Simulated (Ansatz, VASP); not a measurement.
**Two plane-wave programs on ZnSe**

```xyz
2
Lattice="0.0000 2.8324 2.8324 2.8324 0.0000 2.8324 2.8324 2.8324 0.0000" Properties=species:S:1:pos:R:3 pbc="T T T"
Zn    0.0000    0.0000    0.0000
Se    4.2487    4.2487    4.2487
```

Alike in both runs: task single point; functional PBE; k mesh 6 × 6 × 6; occupations gaussian, width 0.69 eV; no spin polarisation.

```csv
,VASP,Ansatz
version,VASP 6.6.1,Ansatz 0.2.0
potentials or method,"VASP PAW PBE potentials, release 64 (Zn, Se), cutoff 500 eV","scalar-relativistic, plane waves, PAW"
valence electrons in the cell,18,28
```

```tsv
	VASP	Ansatz	Ansatz less VASP
gap on the k mesh at the Fermi level (eV)	1.29	1.29	-0.001
least direct gap on the mesh (eV)	1.29	1.29	-0.001
pressure (GPa)	2.5	2.3	-0.24
```

VASP's potentials hold 18 valence electrons a cell and Ansatz's 28, so a difference there can come from the potentials and not from the codes.
